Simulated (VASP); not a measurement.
# ZnO (P6_3mc) in VASP: notebook

Aim: see how the results for ZnO move with the level of theory and the settings. Levels: PBE, r2SCAN. Tasks: single point.

Everything below comes from runs of VASP 6.6.1. Logs are shortened: lines on timing, memory, paths and dates and some standing lists are left out, and cuts for length are marked.

## (1) The cell of the first run

It takes space group P6_3mc (No. 186, hexagonal). Conventional cell: a = 3.377 Å, b = 3.377 Å, c = 10.975 Å, α = 90.00°, β = 90.00°, γ = 120.00°. Within 2.7 Å of Zn (site symmetry 3m) lie 4 O at 2.06 Å. Zn (site symmetry 3m) has 4 O at 2.06 to 2.07 Å within 2.7 Å. O (site symmetry 3m) has 4 Zn at 2.06 Å within 2.7 Å. O (site symmetry 3m) has 4 Zn at 2.06 to 2.07 Å within 2.7 Å.

## (2) Single point, PBE (13.55 Å³/atom)

INCAR reads:

```
ALGO = Normal ; EDIFF = 1E-6
ENCUT = 520 ; GGA = PE
ISIF = 2 ; ISMEAR = 0
LASPH = True ; LCHARG = False
LREAL = False ; LWAVE = False
NBANDS = 46 ; NELM = 80
PREC = Accurate ; SIGMA = 0.02
```

KPOINTS reads:

```
k-points
0
Gamma
  12 12 4
```

POSCAR reads:

```
ZnO
1.0
    3.3771654522      0.0000000299      0.0000000000
   -1.6885827520      2.9247110594      0.0000000000
    0.0000000000      0.0000000000     10.9748318993
Zn O
4 4
Direct
    0.6666666667      0.3333333333      0.8440354784
    0.3333333333      0.6666666667      0.3440354784
    0.0000000000      0.0000000000      0.5943640753
    0.0000000000      0.0000000000      0.0943640753
    0.6666666667      0.3333333333      0.6559321890
    0.3333333333      0.6666666667      0.1559321890
    0.0000000000      0.0000000000      0.4056682573
    0.0000000000      0.0000000000      0.9056682573
```

Potentials or basis: VASP PAW PBE potentials, release 64 (Zn, O).

Launch:

```sh
$ cat potpaw_PBE.64/Zn/POTCAR potpaw_PBE.64/O/POTCAR > POTCAR
$ mpirun -np 1 vasp_std > vasp.out
```

OUTCAR:

```text
EDIFF = 1E-6
   ENCUT = 520
   GGA = PE
   ISIF = 2
   ISMEAR = 0
   LASPH = True
   LREAL = False
   NELM = 80
   PREC = Accurate

 ion  position               nearest neighbor table
   1  0.667  0.333  0.844-   8 2.06   8 2.06   8 2.06   5 2.06
   2  0.333  0.667  0.344-   7 2.06   7 2.06   7 2.06   6 2.06
   3  0.000  0.000  0.594-   5 2.06   5 2.06   5 2.06   7 2.07
   4  0.000  0.000  0.094-   6 2.06   6 2.06   6 2.06   8 2.07
   5  0.667  0.333  0.656-   3 2.06   3 2.06   3 2.06   1 2.06
   6  0.333  0.667  0.156-   4 2.06   4 2.06   4 2.06   2 2.06
   7  0.000  0.000  0.406-   2 2.06   2 2.06   2 2.06   3 2.07
   8  0.000  0.000  0.906-   1 2.06   1 2.06   1 2.06   4 2.07

  LATTYP: Found a hexagonal cell.
 ALAT       =     3.3771654522
 C/A-ratio  =     3.2497169756

  Lattice vectors:

 A1 = (   3.3771654522,   0.0000000299,   0.0000000000)
 A2 = (  -1.6885827520,   2.9247110594,   0.0000000000)
 A3 = (   0.0000000000,   0.0000000000,  10.9748318993)

Analysis of symmetry for initial positions (statically):
=====================================================================
 Subroutine PRICEL returns:
 Original cell was already a primitive cell.

 Routine SETGRP: Setting up the symmetry group for a
 hexagonal supercell.

 Subroutine GETGRP returns: Found 12 space group operations
 (whereof  6 operations were pure point group operations)
 out of a pool of 24 trial point group operations.

The static configuration has the point symmetry C_3v.
 The point group associated with its full space group is C_6v.

Analysis of symmetry for dynamics (positions and initial velocities):
=====================================================================
 Subroutine PRICEL returns:
 Original cell was already a primitive cell.

 Routine SETGRP: Setting up the symmetry group for a
 hexagonal supercell.

 Subroutine GETGRP returns: Found 12 space group operations
 (whereof  6 operations were pure point group operations)
 out of a pool of 24 trial point group operations.

The dynamic configuration has the point symmetry C_3v.
 The point group associated with its full space group is C_6v.

 Subroutine INISYM returns: Found 12 space group operations
 (whereof  6 operations are pure point group operations),
 and found     1 'primitive' translations

----------------------------------------------------------------------------------------

[... 103 lines left out ...]
   NELM   =     80;   NELMIN=  2; NELMDL= -5     # of ELM steps
   EDIFF  = 0.1E-05   stopping-criterion for ELM
   LREAL  =      F    real-space projection
   EDIFFG = 0.1E-04   stopping-criterion for IOM
   NSW    =      0    number of steps for IOM
   IBRION =     -1    ionic relax: 0-MD 1-quasi-New 2-CG
   NFREE  =      0    steps in history (QN), initial steepest desc. (CG)
   ISIF   =      2    stress and relaxation
   ISYM   =      2    0-nonsym 1-usesym 2-fastsym
   POTIM  = 0.5000    time-step for ionic-motion
   TEBEG  =    0.0;   TEEND  =   0.0 temperature during run
   PSTRESS=    0.0 pullay stress
   NELECT =      72.0000    total number of electrons
   NUPDOWN=      -1.0000    fix difference up-down
   EMIN   =  10.00;   EMAX   =-10.00  energy-range for DOS
   EFERMI =   0.00;   METHOD = LEGACY
   ISMEAR =     0;   SIGMA  =   0.02  broadening in eV -4-tet -1-fermi 0-gaus
   EFERMI_NEDOS =   21; number of points for ismear=-14 and -15
   IALGO  =     38    algorithm
   IMIX   =      4    mixing-type and parameters
     AMIX     =   0.40;   BMIX     =  1.00
     AMIX_MAG =   1.60;   BMIX_MAG =  1.00
  volume/ion in A,a.u.               =      13.55        91.44
  Fermi-wavevector in a.u.,A,eV,Ry     =   1.428372  2.699231 27.759232  2.040246
  Thomas-Fermi vector in A             =   2.548441
   LORBIT       =      0    0 simple, 1 ext, 2 COOP (PROOUT), +10 PAW based schemes
   GGA     = PE    functional components
   LHFCALC =     F    Hartree Fock is set to
   AEXX    =    0.0000 exact exchange contribution
   IVDW    =     0    specifies the selected vdW correction
   LEPSILON=     F    determine dielectric tensor
   LRPA    =     F    only Hartree local field effects (RPA)
 non-spin polarized calculation
 Gauss-broadening in eV      SIGMA  =   0.02
  energy-cutoff  :      520.00
  volume of cell :      108.40
 maximum number of plane-waves:      2940
 NGX is ok and might be reduce to    28
   NGX = 13   NGY = 13   NGZ = 41

 number of electron      72.0000004 magnetization

 Free energy of the ion-electron system (eV)
  ---------------------------------------------------
  ext. energy  EPLUGINS =         0.00000000
  ---------------------------------------------------
  free energy    TOTEN  =       -35.41321007 eV

  energy without entropy =      -35.41321007  energy(sigma->0) =      -35.41321007

 E-fermi :   0.2789     XC(G=0): -10.2417

 val. band max:        0.1236941459   @ k =   0.0000   0.0000   0.0000
 cond. band min:       0.6559017849   @ k =   0.0000   0.0000   0.0000
 fundamental gap:      0.5322076390
 Fermi energy:         0.2789149577

 k-point     1 :       0.0000    0.0000    0.0000
  band No.  band energies     occupation
      1     -17.0193      2.00000
      2     -16.7689      2.00000
      3     -16.7530      2.00000
      4     -16.4900      2.00000
      5      -5.1592      2.00000
      6      -5.1351      2.00000
[... 1165 lines left out ...]
     45      10.0268      0.00000
     46      10.8283      0.00000

 [... further k-points ...]
[... 5 lines left out ...]
  --------------------------------------------------------------------------------------
  -------------------------------------------------------------------------------------
  Total       -6.3211894     -6.3211894     -6.3145538      0.0000000      0.0000000      0.0000000
  in kB      -93.4278166    -93.4278166    -93.3297425      0.0000000      0.0000000      0.0000000
  external PRESSURE =     -93.3951252 kB  Pullay stress =       0.0000000 kB

 VOLUME and BASIS-vectors are now :
 -----------------------------------------------------------------------------
  energy-cutoff  :      520.00
  volume of cell :      108.40
      direct lattice vectors                 reciprocal lattice vectors
     3.377165452  0.000000030  0.000000000     0.296106308  0.170957060  0.000000000
    -1.688582752  2.924711059  0.000000000    -0.000000003  0.341914115  0.000000000
     0.000000000  0.000000000 10.974831899     0.000000000  0.000000000  0.091117569

 POSITION                                       TOTAL-FORCE (eV/Angst)
 -----------------------------------------------------------------------------------
      1.68858      0.97490      9.26315        -0.000000     -0.000000     -0.003439
     -0.00000      1.94981      3.77573         0.000000     -0.000000     -0.003439
      0.00000      0.00000      6.52305        -0.000000     -0.000000      0.005238
      0.00000      0.00000      1.03563        -0.000000      0.000000      0.005238
      1.68858      0.97490      7.19875        -0.000000      0.000000      0.000964
     -0.00000      1.94981      1.71133        -0.000000     -0.000000      0.000964
      0.00000      0.00000      4.45214        -0.000000      0.000000     -0.002763
      0.00000      0.00000      9.93956        -0.000000     -0.000000     -0.002763
 -----------------------------------------------------------------------------------
    total drift:                                0.000000      0.000001     -0.002929

  FREE ENERGIE OF THE ION-ELECTRON SYSTEM (eV)
  ---------------------------------------------------
  free  energy   TOTEN  =       -35.4132100728 eV

  energy  without entropy=      -35.4132100728  energy(sigma->0) =      -35.41321007
```

stdout:

```text
POSCAR found type information on POSCAR ZnO
 POSCAR found :  2 types and       8 ions
 scaLAPACK will be used
 LDA part: xc-table for (Slater+PW92), standard interpolation
 POSCAR, INCAR and KPOINTS ok, starting setup
 FFT: planning ... GRIDC
 FFT: planning ... GRID_SOFT
 FFT: planning ... GRID
 WAVECAR not read
 entering main loop
```

It took 9 min on 1 thread of Oxide Virtual Turin-like, shared host; peak memory 0.33 GiB.

What came out:

```yaml
Free_energy: -35.4132 eV
Pressure: -9.3 GPa
Largest_force: 0.005 eV/Å
Band_gap_on_the_k_mesh: 0.53 eV
```

Forces in eV/Å, atoms in the order of the input:
```
Zn   0.000  0.000 -0.003
Zn   0.000  0.000 -0.003
Zn   0.000  0.000  0.005
Zn   0.000  0.000  0.005
O    0.000  0.000  0.001
O    0.000  0.000  0.001
O    0.000  0.000 -0.003
O    0.000  0.000 -0.003
```

Caveat: the cell stands under tension; semilocal functionals underestimate gaps, and a narrow one can read as zero. A k mesh can miss the band edges.

## (3) Single point, r2SCAN

This run uses another cell than the first one, of 12.32 Å³/atom.

POSCAR reads:

```
ZnO
1.0
    3.2718123184      0.0000000289      0.0000000000
   -1.6359061842      2.8334725697      0.0000000000
    0.0000000000      0.0000000000     10.6299960000
Zn O
4 4
Direct
    0.6666666667      0.3333333333      0.8441010000
    0.3333333333      0.6666666667      0.3441010000
    0.0000000000      0.0000000000      0.5943080000
    0.0000000000      0.0000000000      0.0943080000
    0.6666666667      0.3333333333      0.6559160000
    0.3333333333      0.6666666667      0.1559160000
    0.0000000000      0.0000000000      0.4056750000
    0.0000000000      0.0000000000      0.9056750000
```

INCAR.step1 reads:

```
ALGO     = Normal         # electronic algorithm
EDIFF    = 1E-4           # SCF threshold, eV
ENCUT    = 520            # plane-wave cutoff, eV
GGA      = PE             # functional
ISMEAR   = 0              # smearing method
LASPH    = True           # aspherical terms in the spheres
LCHARG   = False          # write CHGCAR
LREAL    = False          # projectors in reciprocal space
LWAVE    = True           # write WAVECAR
NBANDS   = 46             # bands
NELM     = 80             # most SCF steps
PREC     = Accurate       # precision mode
SIGMA    = 0.02           # smearing width, eV
```

INCAR.step2 reads:

```
ALGO     = Normal         # electronic algorithm
EDIFF    = 1E-6           # SCF threshold, eV
ENCUT    = 520            # plane-wave cutoff, eV
ISIF     = 2              # what is computed and relaxed
ISMEAR   = 0              # smearing method
ISTART   = 1            
LASPH    = True           # aspherical terms in the spheres
LCHARG   = False          # write CHGCAR
LMIXTAU  = True         
LREAL    = False          # projectors in reciprocal space
LWAVE    = False          # write WAVECAR
METAGGA  = R2SCAN         # meta-GGA
NBANDS   = 46             # bands
NELM     = 80             # most SCF steps
PREC     = Accurate       # precision mode
SIGMA    = 0.02           # smearing width, eV
```

KPOINTS is that of step 2.

Potentials or basis: VASP PAW PBE potentials, release 64 (Zn, O).

Launch:

```sh
$ cat potpaw_PBE.64/Zn/POTCAR potpaw_PBE.64/O/POTCAR > POTCAR
$ cp INCAR.step1 INCAR
$ mpirun -np 1 vasp_std > vasp.out
$ cp INCAR.step2 INCAR
$ mpirun -np 1 vasp_std > vasp.out
```

It took 22 min on 1 thread of Oxide Virtual Turin-like, shared host; peak memory 0.3 GiB.

Results (log left out):

```
Free energy            : -72.5456 eV
Pressure               : -5.1 GPa
Largest force          : 0.007 eV/Å
Band gap on the k mesh : 1.11 eV
```

Forces on the atoms (eV/Å):
```
Zn   0.000  0.000  0.003
Zn   0.000  0.000  0.003
Zn   0.000  0.000  0.007
Zn   0.000  0.000  0.007
O    0.000  0.000 -0.003
O    0.000  0.000 -0.003
O    0.000  0.000 -0.007
O    0.000  0.000 -0.007
```

Stress tensor (GPa, compression positive):
```
-5.00  0.00  0.00
 0.00 -5.00  0.00
 0.00  0.00 -5.19
```

Levels at points of the mesh, in eV from the valence-band top:
```csv
k point,band 32,band 33,band 34,band 35,band 36,band 37,band 38,band 39,band 40,band 41
"(0.00, 0.00, 0.00)",-0.37,-0.37,-0.04,0.00,0.00,1.11,3.67,3.83,5.83,8.52
"(0.50, 0.00, 0.00)",-1.46,-1.43,-1.36,-0.93,-0.79,5.82,5.91,6.66,6.95,8.25
"(0.00, 0.00, 0.50)",-0.66,-0.11,-0.11,-0.11,-0.11,2.18,2.18,5.16,5.16,9.17
"(0.50, 0.00, 0.50)",-1.95,-1.18,-1.18,-0.98,-0.98,6.15,6.15,6.47,6.47,8.48
```

Caveat: the cell stands under tension; the PAW data sets were made with another functional, which shifts forces and pressure a little. A k mesh can miss the band edges.
